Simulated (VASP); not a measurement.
A run of VASP 6.6.1 is set up as follows.

INCAR

```
PREC = Accurate
ENCUT = 600
EDIFF = 1E-6
ISMEAR = -1
SIGMA = 0.02
LREAL = False
LASPH = True
NELM = 120
ALGO = Normal
ISIF = 2
LWAVE = False
LCHARG = True
GGA = PE
LELF = True
LVHAR = True
NBANDS = 25
GGA_COMPAT = False
```

The input KPOINTS:

```
regular mesh
0
Gamma
  6 6 8
```

File POSCAR:

```
MgF2
1.0
    4.7144563145      0.0000000000      0.0000000000
    0.0000000000      4.7144563145      0.0000000000
    0.0000000000      0.0000000000      3.1070339947
Mg F
2 4
Direct
    0.0000000000      0.0000000000      0.0000000000
    0.5000000000      0.5000000000      0.5000000000
    0.3043223172      0.3043223172      0.0000000000
    0.1956776828      0.8043223172      0.5000000000
    0.8043223172      0.1956776828      0.5000000000
    0.6956776828      0.6956776828      0.0000000000
```

Potentials or basis: VASP PAW PBE potentials, release 64 (Mg, F).

Launch:

```sh
$ cat potpaw_PBE.64/Mg/POTCAR potpaw_PBE.64/F/POTCAR > POTCAR
$ mpirun -np 1 vasp_std > vasp.out
```

**Question.** What does it give for the pressure?

**Answer.** -2.0 GPa.

**Question.** Predict the band gap on the k mesh.

**Answer.** 6.72 eV.

**Question.** Predict the largest force.

**Answer.** 0.027 eV/Å.

Stress tensor (GPa, compression positive):
```
-1.86  0.00  0.00
 0.00 -1.86  0.00
 0.00  0.00 -2.22
```

Caveat: the cell differs from its parent crystal (strain +2.0%); the structure was generated, so it needn't be the stable form of MgF2. A k mesh can miss the band edges.
